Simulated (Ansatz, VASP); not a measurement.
TiO2 in VASP and in Ansatz

Contents of INCAR:

```
  ALGO = Normal
  EDIFF = 1E-7
  ENCUT = 520
  GGA = PE
  ISIF = 2
  ISMEAR = 0
  LASPH = T
  LCHARG = F
  LDAU = T
  LDAUJ = 0 0
  LDAUL = 2 -1
  LDAUPRINT = 1
  LDAUTYPE = 2
  LDAUU = 4 0
  LMAXMIX = 4
  LREAL = F
  LWAVE = F
  NBANDS = 33
  NELM = 150
  PREC = Accurate
  SIGMA = 0.05
```

KPOINTS

```
k-points
0
Gamma
  10 10 10
```

The input POSCAR:

```
TiO2
1.0
   -2.0152004355      2.0152004355      4.3864102148
    2.0152004355     -2.0152004355      4.3864102148
    2.0152004355      2.0152004355     -4.3864102148
Ti O
2 4
Direct
    0.0000000000      0.0000000000      0.0000000000
    0.7500000000      0.2500000000      0.5000000000
    0.2052765759      0.2052765759      0.0000000000
    0.9552765759      0.4552765759      0.5000000000
    0.5447234241      0.0447234241      0.5000000000
    0.7947234241      0.7947234241      0.0000000000
```

Input for Ansatz:

```yaml
crystal:
  lattice:
    - [-2.0152004355, 2.0152004355, 4.3864102148]
    - [2.0152004355, -2.0152004355, 4.3864102148]
    - [2.0152004355, 2.0152004355, -4.3864102148]
  atoms:
    - { symbol: Ti, position: [0.0, 0.0, 0.0] }
    - { symbol: Ti, position: [0.75, 0.25, 0.5] }
    - { symbol: O, position: [0.2052765759, 0.2052765759, 0.0] }
    - { symbol: O, position: [0.9552765759, 0.4552765759, 0.5] }
    - { symbol: O, position: [0.5447234241, 0.0447234241, 0.5] }
    - { symbol: O, position: [0.7947234241, 0.7947234241, 0.0] }
basis:
  ecutwfc: 420
kpoints:
  mp_grid: { grid: [10, 10, 10] }
hamiltonian:
  xc: pbe
  hubbard: { sites: [{ species: Ti, l: d, u_eff: 4.0 }] }
scf:
  occupations: { method: gaussian, width: 0.05 }
output:
  forces: true
  stress: true
  eigenvalues: true
```

Alike in both runs: task single point; functional PBE; k mesh 10 × 10 × 10; occupations gaussian, width 0.05 eV; no spin polarisation; Hubbard terms Ti d U = 4.0 eV.

|  | VASP | Ansatz |
| --- | --- | --- |
| version | VASP 6.6.1 | Ansatz 0.2.0 |
| potentials or method | VASP PAW PBE potentials, release 64 (Ti_sv, O), cutoff 520 eV | scalar-relativistic, plane waves, PAW |
| valence electrons in the cell | 48 | 48 |

```csv
,VASP,Ansatz,Ansatz less VASP
gap on the k mesh at the Fermi level (eV),2.72,2.81,+0.095
least direct gap on the mesh (eV),2.92,3.01,+0.092
pressure (GPa),15.5,11.2,-4.23
"traceless stress, the component that is largest in VASP (GPa)",39.23,35.84,-3.383
rms of the force components (eV/Å),1.608,1.396,-0.2117
```

The programs project onto different local orbitals, so the same U acts differently, and such runs can settle in different states. Atom by atom the forces differ by 0.212 eV/Å (rms over components).
